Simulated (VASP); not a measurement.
Here is a VASP 6.6.1 calculation.

The input INCAR:

```
PREC = Accurate
ENCUT = 520
EDIFF = 1E-7
ISMEAR = 0
SIGMA = 0.1
LREAL = False
LASPH = True
NELM = 60
ALGO = Normal
ISIF = 2
LWAVE = False
LCHARG = False
GGA = PE
NBANDS = 42
```

File KPOINTS:

```
Automatic mesh
0
Gamma
  6 6 2
```

The input POSCAR:

```
CuRu4
1.0
    2.7722288600      0.0000000000      0.0000000000
   -1.3861144300      2.4008206200      0.0000000000
    0.0000000000      0.0000000000      8.9140502800
Cu Ru
1 4
Direct
    0.0000000000      0.0000000000      0.0000000000
    0.3333333300      0.6666666700      0.8658552800
    0.3333333300      0.6666666700      0.3767953500
    0.6666666700      0.3333333300      0.1341447200
    0.6666666700      0.3333333300      0.6232046500
```

Potentials or basis: VASP PAW PBE potentials, release 64 (Cu, Ru_pv).

Run with:

```sh
$ cat potpaw_PBE.64/Cu/POTCAR potpaw_PBE.64/Ru_pv/POTCAR > POTCAR
$ mpirun -np 1 vasp_std > vasp.out
```

(1) What does it give for the largest force?

(2) Estimate the pressure.

Answers

(1) 18.176 eV/Å.

(2) 109.3 GPa.

Caveat: the k points lie up to 0.44 Å⁻¹ apart; forces of over 1 eV/Å act on the atoms, so gaps and moduli don't describe the material at rest.
